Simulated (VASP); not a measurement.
Here is a VASP 6.6.1 calculation.

The input INCAR:

```
SYSTEM = BN
PREC = Accurate
ENCUT = 520
EDIFF = 1E-7
ISMEAR = 0
SIGMA = 0.02
LREAL = .False.
LASPH = .True.
NELM = 100
ALGO = Normal
ISIF = 2
LWAVE = .False.
LCHARG = .True.
GGA = PE
LELF = .True.
LVHAR = .True.
NBANDS = 11
```

File KPOINTS:

```
regular mesh
0
Gamma
  12 12 12
  0 0 0
```

Contents of POSCAR:

```
BN
1.0
    1.2776830987      0.7376706809      3.2421657365
   -1.2776830987      0.7376706809      3.2421657365
    0.0000000000     -1.4753413620      3.2421657365
B N
1 1
Direct
    1.0026359775      1.0026359775      1.0026359775
    0.3297970225      0.3297970225      0.3297970225
```

Potentials or basis: VASP PAW PBE potentials, release 64 (B, N).

The run is started by

```console
$ cat potpaw_PBE.64/B/POTCAR potpaw_PBE.64/N/POTCAR > POTCAR
$ mpirun -np 1 vasp_std > vasp.out
```

(1) Predict the band gap on the k mesh.

(2) Estimate the pressure.

(3) What does it give for the largest force?

## Answers

(1) 4.13 eV, indirect (least direct gap 4.57 eV).

(2) -10.5 GPa.

(3) 0.711 eV/Å.

Caveat: the cell differs from its parent crystal (strained).
